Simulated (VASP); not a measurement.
A run of VASP 6.6.1 is set up as follows.

File INCAR:

```
PREC = Accurate
ENCUT = 520
EDIFF = 1E-6
ISMEAR = -1
SIGMA = 0.02
LREAL = Auto
LASPH = True
NELM = 60
ALGO = Normal
ISIF = 2
LWAVE = False
LCHARG = False
GGA = PE
NBANDS = 50
```

File KPOINTS:

```
Automatic mesh
0
Gamma
  1 1 1
```

POSCAR

```
H14CO8
1.0
    6.0248970000      0.0000000000      0.0000000000
    0.0000000000      6.0248970000      0.0000000000
    0.0000000000      0.0000000000      6.0248970000
O H C
8 14 1
Direct
    0.5077099243      0.9654272928      0.7997813075
    0.8544212457      0.0944082530      0.4545471898
    0.9573939604      0.3062458993      0.8614587104
    0.4094177876      0.1084499868      0.3756412765
    0.2570334397      0.6172719633     -0.1186078368
   -0.0292619110     -0.0649471684      1.0483830678
    0.5550302354      0.5195109560      0.5661507574
    0.6875802192      0.5553455935      0.2117712552
    0.6644926876      0.9070694487      0.7918641597
    0.4587464317      1.0286814862      0.6622021920
    1.0160173693      0.0953709250      0.4859170207
    0.8623549913      0.0972630735      0.2989760655
    1.0114197803      0.4725060030      0.8729443839
    0.8048768303      0.3455660736      0.8360474876
    0.5007720464      0.0049793382      0.3112584331
    0.2604857809      0.0573951721      0.3142792317
    0.3494997508      0.7558137508     -0.1533802155
    0.3171008567      0.5711134979      0.0138923537
    0.0489634927      0.0618101853      0.9756017406
    0.0981261588     -0.1684344147      1.0432211538
    0.4286878265      0.4285218486      0.5052534508
    0.8450268942      0.6572726472      0.5222329942
    0.7122611391      0.5672960052      0.4234927170
```

Potentials or basis: VASP PAW PBE potentials, release 64 (O, H, C).

Command:

```console
$ cat potpaw_PBE.64/O/POTCAR potpaw_PBE.64/H/POTCAR potpaw_PBE.64/C/POTCAR > POTCAR
$ mpirun -np 1 vasp_gam > vasp.out
```

Problem. Predict the pressure.

Solution. 1.7 GPa.

Problem. Predict the largest force.

Solution. 4.751 eV/Å.

Stress tensor (GPa, compression positive):
```
 0.39 -1.75 -2.33
-1.75  1.33 -1.46
-2.33 -1.46  3.37
```

Caveat: the k points lie up to 1.04 Å⁻¹ apart; the atoms stand as in a frame of molecular dynamics.
